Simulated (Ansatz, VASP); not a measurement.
## One calculation of AlRu, two programs

```xyz
2
Lattice="2.9916 0.0000 0.0000 0.0000 2.9916 0.0000 0.0000 0.0000 2.9916" Properties=species:S:1:pos:R:3 pbc="T T T"
Ru    1.4958    1.4958    1.4958
Al    0.0000    0.0000    0.0000
```

Alike in both runs: task single point; functional PBE; k mesh 9 × 9 × 9; occupations gaussian, width 0.02 eV; no spin polarisation.

```csv
,VASP,Ansatz
version,VASP 6.6.1,Ansatz 0.2.0
potentials or method,"VASP PAW PBE potentials, release 64 (Ru_pv, Al)",Ansatz PAW
plane-wave cutoff (eV),520,420
valence electrons in the cell,17,19
```

```csv
,VASP,Ansatz,Ansatz less VASP
gap on the k mesh at the Fermi level (eV),none,none,-
pressure (GPa),2.5,2.5,0.00
```

A gap of «none» marks a metal or a gap that the smearing closes. With one functional, cell and mesh, what is left measures potentials, basis and numerics. VASP's potentials hold 17 valence electrons a cell and Ansatz's 19, so a difference there can come from the potentials and not from the codes.
